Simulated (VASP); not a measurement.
# PN (Pmmm) in VASP: electric field gradients with PBE+D3(BJ)

Aim: the electric field gradients of PN with PBE+D3(BJ).

All numbers are computed with VASP 6.6.1; they aren't measurements. Logs are shortened: lines on timing, memory, paths and dates and some standing lists are left out, and cuts for length are marked.

## Step 1: The cell of the first run

The structure is orthorhombic, space group Pmmm (No. 47). The conventional cell has a = 2.348 Å, b = 2.913 Å, c = 3.344 Å, α = 90.00°, β = 90.00°, γ = 90.00°. P (site symmetry mmm) has 2 N at 1.67 Å within 2.2 Å. N (site symmetry mmm) has 2 P at 1.67 Å within 2.2 Å.

## Step 2: Electric field gradients, PBE+D3(BJ)

The input, INCAR:

```
PREC = Accurate
ENCUT = 520
EDIFF = 1E-8
ISMEAR = -1
SIGMA = 0.15
LREAL = False
LASPH = True
NELM = 100
ALGO = Normal
ISIF = 2
LWAVE = False
LCHARG = False
GGA = PE
IVDW = 12
LEFG = True
NBANDS = 12
```

The input, KPOINTS:

```
Automatic mesh
0
Gamma
  18 14 12
```

The input, POSCAR:

```
PN
1.0
    2.3476246527      0.0000000000      0.0000000000
    0.0000000000      2.9128262848      0.0000000000
    0.0000000000      0.0000000000      3.3435496182
P N
1 1
Direct
    0.0000000000      0.0000000000      0.5000000000
    0.0000000000      0.0000000000      0.0000000000
```

Potentials or basis: VASP PAW PBE potentials, release 64 (P, N).

Command:

```bash
cat potpaw_PBE.64/P/POTCAR potpaw_PBE.64/N/POTCAR > POTCAR
mpirun -np 1 vasp_std > vasp.out
```

OUTCAR:

```text
PREC = Accurate
   ENCUT = 520
   EDIFF = 1E-8
   ISMEAR = -1
   LREAL = False
   LASPH = True
   NELM = 100
   ISIF = 2
   GGA = PE
   IVDW = 12
 IVDW          = 12

 ion  position               nearest neighbor table
   1  0.000  0.000  0.500-   2 1.67   2 1.67
   2  0.000  0.000  0.000-   1 1.67   1 1.67

  LATTYP: Found a simple orthorhombic cell.
 ALAT       =     2.3476246527
 B/A-ratio  =     1.2407546843
 C/A-ratio  =     1.4242266601

  Lattice vectors:

 A1 = (   2.3476246527,   0.0000000000,   0.0000000000)
 A2 = (   0.0000000000,   2.9128262848,   0.0000000000)
 A3 = (   0.0000000000,   0.0000000000,   3.3435496182)

Analysis of symmetry for initial positions (statically):
=====================================================================
 Subroutine PRICEL returns:
 Original cell was already a primitive cell.

 Routine SETGRP: Setting up the symmetry group for a
 simple orthorhombic supercell.

 Subroutine GETGRP returns: Found  8 space group operations
 (whereof  8 operations were pure point group operations)
 out of a pool of  8 trial point group operations.

The static configuration has the point symmetry D_2h.

Analysis of symmetry for dynamics (positions and initial velocities):
=====================================================================
 Subroutine PRICEL returns:
 Original cell was already a primitive cell.

 Routine SETGRP: Setting up the symmetry group for a
 simple orthorhombic supercell.

 Subroutine GETGRP returns: Found  8 space group operations
 (whereof  8 operations were pure point group operations)
 out of a pool of  8 trial point group operations.

The dynamic configuration has the point symmetry D_2h.

 Subroutine INISYM returns: Found  8 space group operations
 (whereof  8 operations are pure point group operations),
 and found     1 'primitive' translations

----------------------------------------------------------------------------------------

                                     Primitive cell

  volume of cell :      22.8639

  direct lattice vectors                    reciprocal lattice vectors
     2.347624653  0.000000000  0.000000000     0.425962472  0.000000000  0.000000000
     0.000000000  2.912826285  0.000000000     0.000000000  0.343309179  0.000000000
     0.000000000  0.000000000  3.343549618     0.000000000  0.000000000  0.299083344

  length of vectors
     2.347624653  2.912826285  3.343549618     0.425962472  0.343309179  0.299083344

  position of ions in fractional coordinates (direct lattice)
     0.000000000  0.000000000  0.500000000
     0.000000000  0.000000000  0.000000000

  ion indices of the primitive-cell ions
   primitive index   ion index
                 1           1
                 2           2

----------------------------------------------------------------------------------------

 KPOINTS: Automatic mesh

Automatic generation of k-mesh.
 Grid dimensions read from file:
 generate k-points for:   18   14   12

 Generating k-lattice:

  Cartesian coordinates                     Fractional coordinates (reciprocal lattice)
     0.023664582  0.000000000  0.000000000     0.055555556  0.000000000  0.000000000
     0.000000000  0.024522084  0.000000000     0.000000000  0.071428571  0.000000000
     0.000000000  0.000000000  0.024923612     0.000000000  0.000000000  0.083333333

  Length of vectors
     0.023664582  0.024522084  0.024923612

  Shift w.r.t. Gamma in fractional coordinates (k-lattice)
     0.000000000  0.000000000  0.000000000

 Subroutine IBZKPT returns following result:
 ===========================================

 Found    560 irreducible k-points:

 Following reciprocal coordinates:
            Coordinates               Weight
  0.000000  0.000000  0.000000      1.000000
  0.055556  0.000000  0.000000      2.000000
  0.111111  0.000000  0.000000      2.000000
  0.166667  0.000000  0.000000      2.000000
  0.222222  0.000000  0.000000      2.000000
  0.277778  0.000000  0.000000      2.000000
[... 16 lines left out ...]
  0.111111  0.142857  0.000000      4.000000
  0.166667  0.142857  0.000000      4.000000
 [... further k-points ...]
   k-points           NKPTS =    560   k-points in BZ     NKDIM =    560   number of bands    NBANDS=     12
   number of dos      NEDOS =    301   number of ions     NIONS =      2
   total plane-waves  NPLWV =  12096
   dimension x,y,z NGX =    18 NGY =   24 NGZ =   28
   dimension x,y,z NGXF=    36 NGYF=   48 NGZF=   56
   ions per type =               1   1
   NGX,Y,Z   is equivalent  to a cutoff of  12.75, 13.70, 13.92 a.u.
   NGXF,Y,Z  is equivalent  to a cutoff of  25.49, 27.40, 27.84 a.u.
 SYSTEM =  unknown system
   PREC   = accura    normal or accurate (medium, high low for compatibility)
   ISTART =      0    job   : 0-new  1-cont  2-samecut
   ICHARG =      2    charge: 1-file 2-atom 10-const
   ISPIN  =      1    spin polarized calculation?
   LNONCOLLINEAR =      F non collinear calculations
   LSORBIT =      F    spin-orbit coupling
   LASPH  =      T    aspherical Exc in radial PAW
   ENCUT  =  520.0 eV  38.22 Ry    6.18 a.u.   4.37  5.42  6.22*2*pi/ulx,y,z
   NELM   =    100;   NELMIN=  2; NELMDL= -5     # of ELM steps
   EDIFF  = 0.1E-07   stopping-criterion for ELM
   LREAL  =      F    real-space projection
   EDIFFG = 0.1E-06   stopping-criterion for IOM
   NSW    =      0    number of steps for IOM
   IBRION =     -1    ionic relax: 0-MD 1-quasi-New 2-CG
   NFREE  =      0    steps in history (QN), initial steepest desc. (CG)
   ISIF   =      2    stress and relaxation
   ISYM   =      2    0-nonsym 1-usesym 2-fastsym
   POTIM  = 0.5000    time-step for ionic-motion
   TEBEG  =    0.0;   TEEND  =   0.0 temperature during run
   PSTRESS=    0.0 pullay stress
   NELECT =      10.0000    total number of electrons
   NUPDOWN=      -1.0000    fix difference up-down
   EMIN   =  10.00;   EMAX   =-10.00  energy-range for DOS
   EFERMI =   0.00;   METHOD = LEGACY
   ISMEAR =    -1;   SIGMA  =   0.15  broadening in eV -4-tet -1-fermi 0-gaus
   EFERMI_NEDOS =   21; number of points for ismear=-14 and -15
   IALGO  =     38    algorithm
   IMIX   =      4    mixing-type and parameters
     AMIX     =   0.40;   BMIX     =  1.00
     AMIX_MAG =   1.60;   BMIX_MAG =  1.00
  volume/ion in A,a.u.               =      11.43        77.15
  Fermi-wavevector in a.u.,A,eV,Ry     =   1.242676  2.348317 21.010702  1.544243
  Thomas-Fermi vector in A             =   2.377020
   LORBIT       =      0    0 simple, 1 ext, 2 COOP (PROOUT), +10 PAW based schemes
   GGA     = PE    functional components
   LHFCALC =     F    Hartree Fock is set to
   AEXX    =    0.0000 exact exchange contribution
   IVDW    =    12    specifies the selected vdW correction
   LEPSILON=     F    determine dielectric tensor
   LRPA    =     F    only Hartree local field effects (RPA)
 non-spin polarized calculation
  energy-cutoff  :      520.00
  volume of cell :       22.86
 maximum number of plane-waves:       633
 NGX is ok and might be reduce to    18
   NGX =  9   NGY = 11   NGZ = 13

 number of electron      10.0000000 magnetization

 number of electron       9.9999999 magnetization

 Free energy of the ion-electron system (eV)
  ---------------------------------------------------
  ext. energy  EPLUGINS =         0.00000000
  ---------------------------------------------------
  free energy    TOTEN  =       -11.74215525 eV

  energy without entropy =      -11.68946520  energy(sigma->0) =      -11.71581023

 E-fermi :   7.0477     XC(G=0): -11.0817

 val. band max:        7.0328956407   @ k =   0.1667   0.4286   0.3333
 cond. band min:       7.0537707301   @ k =   0.1667   0.3571   0.3333
 fundamental gap:      0.0208750894
 Fermi energy:         7.0476560435

 k-point     1 :       0.0000    0.0000    0.0000
  band No.  band energies     occupation
      1     -12.0633      2.00000
      2      -2.2428      2.00000
      3      -0.1028      2.00000
      4       3.8532      2.00000
      5       7.6113      0.04561
      6      12.4380      0.00000
      7      12.4550      0.00000
      8      17.9545      0.00000
      9      18.1516      0.00000
     10      19.8570      0.00000
     11      20.5881      0.00000
     12      26.3772      0.00000

 k-point     2 :       0.0556    0.0000    0.0000
  band No.  band energies     occupation
      1     -12.0041      2.00000
      2      -2.2017      2.00000
      3      -0.0584      2.00000
      4       3.8968      2.00000
      5       7.2897      0.33213
      6      12.4791      0.00000
      7      12.4903      0.00000
      8      16.8237      0.00000
      9      19.4911      0.00000
     10      19.7292      0.00000
     11      20.6474      0.00000
     12      25.9197      0.00000

 k-point     3 :       0.1111    0.0000    0.0000
  band No.  band energies     occupation
      1     -11.8282      2.00000
      2      -2.0810      2.00000
      3       0.0654      2.00000
      4       4.0247      2.00000
      5       6.4482      1.96391
      6      12.5484      0.00000
      7      12.6012      0.00000
      8      15.7820      0.00000
      9      19.3061      0.00000
     10      20.8228      0.00000
     11      21.1068      0.00000
     12      25.0708      0.00000
[... 286 lines left out ...]
 k-point    23 :       0.1111    0.1429    0.0000
  band No.  band energies     occupation
      1     -11.6829      2.00000
      2      -2.0010      2.00000
      3       0.1397      2.00000
      4       3.0791      2.00000
      5       6.5309      1.93815
      6      10.9986      0.00000
      7      14.7983      0.00000
      8      16.3181      0.00000
      9      17.8863      0.00000
     10      21.1624      0.00000
     11      21.4386      0.00000
     12      25.7628      0.00000

 k-point    24 :       0.1667    0.1429    0.0000
  band No.  band energies     occupation
      1     -11.3988      2.00000
      2      -1.8112      2.00000
      3       0.3139      2.00000
      4       3.2835      2.00000
      5       5.4877      1.99994
      6      11.1554      0.00000
      7      13.9346      0.00000
      8      16.2924      0.00000
      9      17.8461      0.00000
     10      20.4015      0.00000
     11      22.8383      0.00000
     12      24.0078      0.00000

 [... further k-points ...]

------------------------ aborting loop because EDIFF is reached ----------------------------------------

 Edisp (eV)   -0.60527

 E8    (eV) :    -0.2069

  FORCE on cell =-STRESS in cart. coord.  units (eV):
  Direction    XX          YY          ZZ          XY          YZ          ZX
  --------------------------------------------------------------------------------------
  -------------------------------------------------------------------------------------
  Total      -0.07719    -0.02503    -0.20376     0.00000     0.00000     0.00000
  in kB      -5.40937    -1.75383   -14.27828     0.00000     0.00000     0.00000
  external pressure =       -7.15 kB  Pullay stress =        0.00 kB

 VOLUME and BASIS-vectors are now :
 -----------------------------------------------------------------------------
  energy-cutoff  :      520.00
  volume of cell :       22.86
      direct lattice vectors                 reciprocal lattice vectors
     2.347624653  0.000000000  0.000000000     0.425962472  0.000000000  0.000000000
     0.000000000  2.912826285  0.000000000     0.000000000  0.343309179  0.000000000
     0.000000000  0.000000000  3.343549618     0.000000000  0.000000000  0.299083344

 POSITION                                       TOTAL-FORCE (eV/Angst)
 -----------------------------------------------------------------------------------
      0.00000      0.00000      1.67177         0.000000      0.000000      0.000000
      0.00000      0.00000      0.00000         0.000000      0.000000      0.000000
 -----------------------------------------------------------------------------------
    total drift:                                0.000000      0.000000     -0.000000

  FREE ENERGIE OF THE ION-ELECTRON SYSTEM (eV)
  ---------------------------------------------------
  free  energy   TOTEN  =       -12.3474287782 eV

  energy  without entropy=      -12.2947387337  energy(sigma->0) =      -12.32108376

 Electric field gradients (V/A^2)
---------------------------------------------------------------------
 ion       V_xx      V_yy      V_zz      V_xy      V_xz      V_yz
---------------------------------------------------------------------
   1     -16.363    21.571    -5.207    -0.000     0.000     0.000
   2      12.861   -25.717    12.856    -0.000     0.000     0.000
---------------------------------------------------------------------

 Electric field gradients after diagonalization (V/A^2)
 (convention: |V_zz| > |V_xx| > |V_yy|)
----------------------------------------------------------------------
 ion       V_xx      V_yy      V_zz     asymmetry (V_yy - V_xx)/ V_zz
----------------------------------------------------------------------
   1     -16.363    -5.207    21.571       0.517
   2      12.861    12.856   -25.717       0.000
----------------------------------------------------------------------

           NMR quadrupolar parameters

 Cq : quadrupolar parameter    Cq=e*Q*V_zz/h
 eta: asymmetry parameters     (V_yy - V_xx)/ V_zz
 Q  : nuclear electric quadrupole moment in mb (millibarn)
----------------------------------------------------------------------
 ion       Cq(MHz)       eta       Q (mb)
----------------------------------------------------------------------
   1       0.052       0.517       1.000
   2      -0.062       0.000       1.000
----------------------------------------------------------------------
```

Wall time 3.3 min (1 thread of AMD EPYC 7R43 (Zen 3), shared host); peak memory 0.21 GiB.

What came out:

```
Free energy                : -12.3474 eV
Pressure                   : -0.7 GPa
Band gap on the k mesh     : zero (band 5 reaches 8.12 eV, above the bottom of band 6 at 4.09 eV)
Dispersion energy per atom : -0.303 eV
```

Stress tensor (GPa, compression positive):
```
-0.54  0.00  0.00
 0.00 -0.18  0.00
 0.00  0.00 -1.43
```

Electric field gradients, principal values (V/Å²):
```csv
atom,least,middle,greatest (by size)
1 P,-5.207,-16.363,21.571
2 N,12.856,12.861,-25.717
```

Caveat: without QUAD_EFG the Cq values of the log hold for a quadrupole moment of 1 mb, not for the nuclei.
